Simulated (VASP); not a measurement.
# CuSi24W12 (a cell with a defect) in VASP: single point with PBE

Aim: the single point of CuSi24W12 (a cell with a defect) with PBE.

All numbers are computed with VASP 6.6.1; they aren't measurements. Logs are shortened: lines on timing, memory, paths and dates and some standing lists are left out, and cuts for length are marked.

## Step 1: The cell of the first run

The cell holds a defect, 37 atoms: a = 9.097 Å, b = 9.097 Å, c = 13.646 Å, α = 138.42°, β = 138.42°, γ = 60.26°.

## Step 2: Single point, PBE

INCAR reads:

```
SYSTEM = CuSi24W12
ALGO = Normal
EDIFF = 1E-6
ENCUT = 520
GGA = PE
ISIF = 2
ISMEAR = 1
LASPH = .TRUE.
LCHARG = .FALSE.
LREAL = Auto
LWAVE = .FALSE.
NBANDS = 162
NELM = 60
PREC = Accurate
SIGMA = 0.1
```

KPOINTS reads:

```
k-points
0
G
  3 3 2
  0 0 0
```

POSCAR reads:

```
CuSi24W12
1.0
   -3.2292007300      3.2292007300      7.8679106500
    3.2292007300     -3.2292007300      7.8679106500
    4.8438010900      4.8438010900    -11.8018659700
Si W Cu
24 12 1
Direct
    0.2553697275      0.1216525832      0.0339195390
    0.3234691653      0.3332271527     -0.0012472643
    0.1667228427      0.1694616009      0.3343840859
    0.3305309710      0.3399346912      0.3380117122
    0.1632223250      0.1643467518      0.6641835493
    0.3292600080      0.3309602740      0.6641471110
    0.1607111753      0.6759631336      0.0007745983
    0.3427505335      0.8070813774     -0.0031676569
    0.1633683706      0.6650449883      0.3287902353
    0.3324646864      0.8357875319      0.3332361239
    0.1675816254      0.6658787691      0.6666395750
    0.3293593421      0.8337231572      0.6634783180
    0.6629972657      0.1619763830     -0.0019047025
    0.7981095096      0.3639466572      0.0208522188
    0.6751057520      0.1674115462      0.3387466722
    0.8336571576      0.3332215591      0.3336175392
    0.6453685470      0.1711982715      0.6506528533
    0.8344083870      0.3367784363      0.6686253089
    0.6699058379      0.6673132459      0.0004168214
    0.8380737918      0.8381714940      0.0002847970
    0.6628258244      0.6685448867      0.3335661333
    0.8343939037      0.8368568971      0.3379757900
    0.6649581176      0.6673652148      0.6651743001
    0.8263181700      0.8154997034      0.6537780848
    0.0055609134      0.0024085854      0.0049195868
   -0.0007504752      0.0025763542      0.3349198222
    0.0026398939     -0.0018143043      0.6661674251
   -0.0003923686      0.5305024699      0.0068557728
   -0.0009638162      0.5050643426      0.3389349541
   -0.0021113590      0.5001822844      0.6650260694
    0.5163897090     -0.0104031857     -0.0019658115
    0.5035309992      0.0020522634      0.3355087192
    0.4972812213     -0.0013752992      0.6643988760
    0.4858024234      0.4995658911     -0.0016800855
    0.4990974217      0.4994196376      0.3329177788
    0.4981033138      0.5024059265      0.6667187484
   -0.0607298723      0.1914320613     -0.0993635971
```

Potentials or basis: VASP PAW PBE potentials, release 64 (Si, W_sv, Cu).

Started as:

```
$ cat potpaw_PBE.64/Si/POTCAR potpaw_PBE.64/W_sv/POTCAR potpaw_PBE.64/Cu/POTCAR > POTCAR
$ mpirun -np 1 vasp_std > vasp.out
```

OUTCAR:

```text
SYSTEM = CuSi24W12
   EDIFF = 1E-6
   ENCUT = 520
   GGA = PE
   ISIF = 2
   ISMEAR = 1
   LASPH = .TRUE.
   LREAL = Auto
   NELM = 60
   PREC = Accurate

 ion  position               nearest neighbor table
   1  0.255  0.122  0.034-  37 2.02   8 2.29  31 2.31   4 2.53  35 2.53  25 2.64  15 2.70   2 2.71
                            27 2.93  24 2.96  11 3.03
   2  0.323  0.333  0.999-  34 2.59  27 2.59  35 2.61  28 2.62   5 2.66  21 2.66  13 2.69   7 2.70
                             1 2.71  31 2.72
   3  0.167  0.169  0.334-   4 2.59  20 2.61  25 2.61  36 2.62  29 2.62  16 2.63   6 2.63  10 2.63
                            26 2.64  32 2.65  17 3.07
   4  0.331  0.340  0.338-   1 2.53   3 2.59  36 2.59  23 2.61  25 2.62   9 2.62  29 2.62  35 2.64
                            32 2.66  15 2.72
   5  0.163  0.164  0.664-  22 2.59  27 2.59  34 2.60  12 2.61  26 2.61   6 2.62  18 2.62  33 2.64
                            30 2.65   2 2.66
   6  0.329  0.331  0.664-  17 2.58  26 2.60   5 2.62  30 2.62  33 2.63   3 2.63  11 2.63  36 2.65
                            19 2.67  34 2.68   8 3.11
   7  0.161  0.676  0.001-  28 2.49   8 2.52  20 2.55  25 2.55  34 2.59  18 2.63  10 2.63  30 2.64
                            32 2.64   2 2.70
   8  0.343  0.807  0.997-   1 2.29  34 2.44   7 2.52  19 2.57  30 2.58  32 2.62  11 2.67  25 2.72
                            15 2.74  31 2.79   6 3.11
   9  0.163  0.665  0.329-  10 2.62   4 2.62  35 2.63  26 2.63  33 2.64  12 2.64  28 2.64  22 2.65
                            14 2.67  29 2.67
  10  0.332  0.836  0.333-  28 2.53  17 2.56  21 2.61   9 2.62  32 2.63   3 2.63  33 2.63   7 2.63
                            26 2.64  35 2.66
  11  0.168  0.666  0.667-  29 2.58  36 2.61  30 2.62  24 2.62  27 2.63   6 2.63  12 2.63  16 2.63
                            31 2.66   8 2.67   1 3.03
  12  0.329  0.834  0.663-  27 2.60  29 2.60   5 2.61  33 2.61  31 2.61  13 2.62  11 2.63  36 2.64
                            23 2.64   9 2.64
  13  0.663  0.162  0.998-  14 2.41  31 2.51  20 2.57  12 2.62  16 2.63  33 2.65  25 2.67  34 2.67
                            29 2.68   2 2.69
  14  0.798  0.364  0.021-  37 2.03  34 2.34  13 2.41  29 2.44  19 2.55  33 2.67   9 2.67  25 2.80
                            22 2.96  17 3.03  28 3.07
  15  0.675  0.167  0.339-  26 2.58  30 2.59  22 2.61  18 2.61  32 2.61  16 2.61  35 2.66   1 2.70
                            31 2.71   4 2.72   8 2.74
  16  0.834  0.333  0.334-  29 2.59  15 2.61  31 2.61  30 2.62  26 2.62  13 2.63   3 2.63  11 2.63
                            35 2.64  21 2.65  24 3.13
  17  0.645  0.171  0.651-  37 2.17  32 2.51  36 2.52  10 2.56   6 2.58  18 2.58  33 2.69  27 2.74
                            28 2.82  24 2.83  14 3.03   3 3.07
  18  0.834  0.337  0.669-  17 2.58  28 2.60  15 2.61  30 2.61   5 2.62  32 2.63   7 2.63  23 2.63
                            36 2.65  27 2.66
  19  0.670  0.667  0.000-  14 2.55  31 2.56   8 2.57  28 2.57  36 2.62  26 2.63  20 2.67   6 2.67
                            22 2.68  34 2.74
  20  0.838  0.838  0.000-  28 2.47  31 2.53   7 2.55  25 2.56  13 2.57   3 2.61  23 2.61  19 2.67
                            36 2.67  26 2.68
  21  0.663  0.669  0.334-  24 2.57  34 2.61  10 2.61  35 2.61  22 2.62  32 2.62  29 2.62  27 2.64
                            16 2.65   2 2.66
  22  0.834  0.837  0.338-  27 2.59   5 2.59  32 2.60  15 2.61  21 2.62  29 2.63  26 2.64   9 2.65
                            19 2.68  34 2.71  14 2.96
  23  0.665  0.667  0.665-  24 2.57  20 2.61   4 2.61  35 2.62  33 2.62  36 2.63  30 2.63  18 2.63
                            12 2.64  25 2.67
  24  0.826  0.815  0.654-  37 2.27  35 2.54  30 2.56  21 2.57  23 2.57  11 2.62  33 2.66  27 2.68
                            25 2.72  17 2.83   1 2.96  16 3.13
  25  0.006  0.002  0.005-   7 2.55  20 2.56  37 2.59   3 2.61   4 2.62   1 2.64  13 2.67  23 2.67
                            24 2.72   8 2.72  14 2.80  32 3.21  30 3.24  29 3.26  33 3.28
  26  0.999  0.003  0.335-  15 2.58   6 2.60   5 2.61  16 2.62  19 2.63   9 2.63   3 2.64  22 2.64
                            10 2.64  20 2.68  28 3.12  31 3.15  30 3.21  33 3.22
  27  0.003  0.998  0.666-  22 2.59   2 2.59   5 2.59  12 2.60  11 2.63  21 2.64  37 2.65  18 2.66
                            24 2.68  17 2.74   1 2.93  29 3.17  32 3.23  31 3.30  28 3.38
  28  1.000  0.531  0.007-  37 2.39  20 2.47   7 2.49  10 2.53  19 2.57  18 2.60   2 2.62   9 2.64
                            17 2.82  14 3.07  26 3.12  36 3.18  35 3.30  27 3.38
  29  0.999  0.505  0.339-  14 2.44  11 2.58  16 2.59  12 2.60   4 2.62  21 2.62   3 2.62  22 2.63
                             9 2.67  13 2.68  27 3.17  36 3.21  25 3.26  34 3.29
  30  0.998  0.500  0.665-  24 2.56   8 2.58  15 2.59  18 2.61  16 2.62  11 2.62   6 2.62  23 2.63
                             7 2.64   5 2.65  34 3.19  26 3.21  35 3.22  25 3.24
  31  0.516  0.990  0.998-   1 2.31  13 2.51  20 2.53  19 2.56  16 2.61  12 2.61  11 2.66  15 2.71
                             2 2.72   8 2.79  36 3.12  26 3.15  27 3.30  35 3.33
  32  0.504  0.002  0.336-  17 2.51  22 2.60  15 2.61   8 2.62  21 2.62  10 2.63  18 2.63   7 2.64
                             3 2.65   4 2.66  34 3.20  25 3.21  27 3.23  36 3.24
  33  0.497  0.999  0.664-  12 2.61  23 2.62   6 2.63  10 2.63   9 2.64   5 2.64  13 2.65  24 2.66
                            14 2.67  17 2.69  37 2.96  26 3.22  35 3.22  34 3.27  25 3.28
  34  0.486  0.500  0.998-  14 2.34   8 2.44   7 2.59   2 2.59   5 2.60  21 2.61  13 2.67   6 2.68
                            22 2.71  19 2.74  30 3.19  32 3.20  33 3.27  29 3.29
  35  0.499  0.499  0.333-   1 2.53  24 2.54   2 2.61  21 2.61  23 2.62   9 2.63  16 2.64   4 2.64
                            10 2.66  15 2.66  30 3.22  33 3.22  28 3.30  31 3.33
  36  0.498  0.502  0.667-  17 2.52   4 2.59  11 2.61   3 2.62  19 2.62  23 2.63  12 2.64  18 2.65
                             6 2.65  20 2.67  31 3.12  28 3.18  29 3.21  32 3.24
[... 198 lines left out ...]
   k-points           NKPTS =     10   k-points in BZ     NKDIM =     10   number of bands    NBANDS=    162
   number of dos      NEDOS =    301   number of ions     NIONS =     37
   total plane-waves  NPLWV = 529200
   dimension x,y,z NGX =    70 NGY =   70 NGZ =  108
   dimension x,y,z NGXF=   140 NGYF=  140 NGZF=  216
   ions per type =              24  12   1
   NGX,Y,Z   is equivalent  to a cutoff of  12.79, 12.79, 13.16 a.u.
   NGXF,Y,Z  is equivalent  to a cutoff of  25.58, 25.58, 26.32 a.u.
 SYSTEM =  CuSi24W12
   PREC   = accura    normal or accurate (medium, high low for compatibility)
   ISTART =      0    job   : 0-new  1-cont  2-samecut
   ICHARG =      2    charge: 1-file 2-atom 10-const
   ISPIN  =      1    spin polarized calculation?
   LNONCOLLINEAR =      F non collinear calculations
   LSORBIT =      F    spin-orbit coupling
   LASPH  =      T    aspherical Exc in radial PAW
   ENCUT  =  520.0 eV  38.22 Ry    6.18 a.u.  16.91 16.91 25.37*2*pi/ulx,y,z
   NELM   =     60;   NELMIN=  2; NELMDL= -5     # of ELM steps
   EDIFF  = 0.1E-05   stopping-criterion for ELM
   LREAL  =      T    real-space projection
   EDIFFG = 0.1E-04   stopping-criterion for IOM
   NSW    =      0    number of steps for IOM
   IBRION =     -1    ionic relax: 0-MD 1-quasi-New 2-CG
   NFREE  =      0    steps in history (QN), initial steepest desc. (CG)
   ISIF   =      2    stress and relaxation
   ISYM   =      2    0-nonsym 1-usesym 2-fastsym
   POTIM  = 0.5000    time-step for ionic-motion
   TEBEG  =    0.0;   TEEND  =   0.0 temperature during run
   PSTRESS=    0.0 pullay stress
   NELECT =     275.0000    total number of electrons
   NUPDOWN=      -1.0000    fix difference up-down
   EMIN   =  10.00;   EMAX   =-10.00  energy-range for DOS
   EFERMI =   0.00;   METHOD = LEGACY
   ISMEAR =     1;   SIGMA  =   0.10  broadening in eV -4-tet -1-fermi 0-gaus
   EFERMI_NEDOS =   21; number of points for ismear=-14 and -15
   IALGO  =     38    algorithm
   IMIX   =      4    mixing-type and parameters
     AMIX     =   0.40;   BMIX     =  1.00
     AMIX_MAG =   1.60;   BMIX_MAG =  1.00
  volume/ion in A,a.u.               =      13.30        89.78
  Fermi-wavevector in a.u.,A,eV,Ry     =   1.348297  2.547911 24.734086  1.817904
  Thomas-Fermi vector in A             =   2.475977
   LORBIT       =      0    0 simple, 1 ext, 2 COOP (PROOUT), +10 PAW based schemes
   GGA     = PE    functional components
   LHFCALC =     F    Hartree Fock is set to
   AEXX    =    0.0000 exact exchange contribution
   IVDW    =     0    specifies the selected vdW correction
   LEPSILON=     F    determine dielectric tensor
   LRPA    =     F    only Hartree local field effects (RPA)
 non-spin polarized calculation
 Methfessel and Paxton  Order N= 1 SIGMA  =   0.10
  energy-cutoff  :      520.00
  volume of cell :      492.27
 maximum number of plane-waves:     13271
 NGX is ok and might be reduce to    70
   NGX = 33   NGY = 33   NGZ = 51

 number of electron     275.0000002 magnetization

 Free energy of the ion-electron system (eV)
  ---------------------------------------------------
  ext. energy  EPLUGINS =         0.00000000
  ---------------------------------------------------
  free energy    TOTEN  =      -296.36463479 eV

  energy without entropy =     -296.36997843  energy(sigma->0) =     -296.36641600

 E-fermi :  12.2619     XC(G=0): -12.5730

 val. band max:       12.1477965997   @ k =  -0.0000  -0.3333  -0.0000
 cond. band min:      12.2887169985   @ k =  -0.3333   0.3333   0.5000
 fundamental gap:      0.1409203988
 Fermi energy:        12.2618862672

 k-point     1 :       0.0000    0.0000    0.0000
  band No.  band energies     occupation
      1     -61.9342      2.00000
      2     -61.9047      2.00000
      3     -61.8647      2.00000
      4     -61.8594      2.00000
      5     -61.8208      2.00000
      6     -61.8097      2.00000
[... 1509 lines left out ...]
    148      13.6598     -0.00000
    149      13.7492     -0.00000
 [bands above 149 left out]

------------------------ aborting loop because EDIFF is reached ----------------------------------------

  FORCE on cell =-STRESS in cart. coord.  units (eV):
  Direction    XX          YY          ZZ          XY          YZ          ZX
  --------------------------------------------------------------------------------------
  -------------------------------------------------------------------------------------
  Total       26.6177195     26.8858398     26.7572654     -7.1060071     -0.4727723     -1.8056069
  in kB       86.6324653     87.5051142     87.0866443    -23.1278608     -1.5387280     -5.8766933
  external PRESSURE =      87.0747413 kB  Pullay stress =       0.0000000 kB

 VOLUME and BASIS-vectors are now :
 -----------------------------------------------------------------------------
  energy-cutoff  :      520.00
  volume of cell :      492.27
      direct lattice vectors                 reciprocal lattice vectors
    -3.229200730  3.229200730  7.867910650     0.000000000  0.154837076  0.063549273
     3.229200730 -3.229200730  7.867910650     0.154837076  0.000000000  0.063549273
     4.843801090  4.843801090-11.801865970     0.103224718  0.103224718  0.000000000

 POSITION                                       TOTAL-FORCE (eV/Angst)
 -----------------------------------------------------------------------------------
     -0.26750      0.59610      2.56606         1.219782      0.337649      0.188373
      4.86927      4.80625     -6.62032         0.000374      0.035267     -0.012152
      1.62853      1.61085     -1.30129        -0.004011     -0.032209     -0.024734
      1.66763      1.60689      1.28600         0.090021      0.008669      0.012544
      3.22080      3.21354     -5.26132        -0.025922      0.088734      0.020546
      3.22249      3.21151     -2.64362         0.071050      0.026235     -0.008407
[... 29 lines left out ...]
      3.24335      3.21556      0.00339         0.057422     -0.002917      0.056544
      1.94758      6.77742     -1.73293        -2.207355     -1.907528     -0.764711
 -----------------------------------------------------------------------------------
    total drift:                                0.002817      0.003823     -0.003330

  FREE ENERGIE OF THE ION-ELECTRON SYSTEM (eV)
  ---------------------------------------------------
  free  energy   TOTEN  =      -296.3646347873 eV

  energy  without entropy=     -296.3699784332  energy(sigma->0) =     -296.36641600
```

Run time: 2.1 h. Hardware: 1 thread of Oxide Virtual Turin-like, shared host; peak memory 1.3 GiB.

Results:

* Free energy: -296.3646 eV
* Pressure: 8.7 GPa
* Largest force: 3.016 eV/Å
* Band gap on the k mesh: zero (an odd number of electrons rules out a gap without spin polarisation)

Forces on the atoms (eV/Å):
```
Si   1.220  0.338  0.188
Si   0.000  0.035 -0.012
Si  -0.004 -0.032 -0.025
Si   0.090  0.009  0.013
Si  -0.026  0.089  0.021
Si   0.071  0.026 -0.008
Si  -0.014  0.068 -0.123
Si   0.078 -0.211  0.180
Si  -0.028  0.085  0.040
Si  -0.001  0.030 -0.037
Si   0.126  0.057  0.014
Si   0.067 -0.008  0.057
Si   0.001  0.018  0.108
Si   0.523  0.495  0.479
Si   0.013  0.109 -0.001
Si  -0.017  0.044  0.010
Si  -0.065 -0.653  0.175
Si   0.035  0.079 -0.047
Si   0.048  0.009 -0.009
Si  -0.060  0.122 -0.156
Si  -0.002  0.008  0.041
Si   0.049  0.011  0.026
Si   0.070  0.067  0.000
Si  -0.377  0.130 -0.051
W    0.065  0.201 -0.086
W    0.063  0.031  0.018
W   -0.124  0.011  0.150
W   -0.045  0.388 -0.427
W    0.029  0.073  0.010
W    0.062  0.075 -0.030
W    0.077 -0.071 -0.107
W   -0.025 -0.041  0.019
W    0.128  0.150  0.121
W   -0.008  0.016  0.083
W    0.130  0.154  0.077
W    0.057 -0.003  0.057
Cu  -2.207 -1.908 -0.765
```

Caveat: spin-orbit coupling is left out, which moves the levels of the heavy elements.

The gap in the log of VASP goes by the Fermi energy; the results here count the filled bands.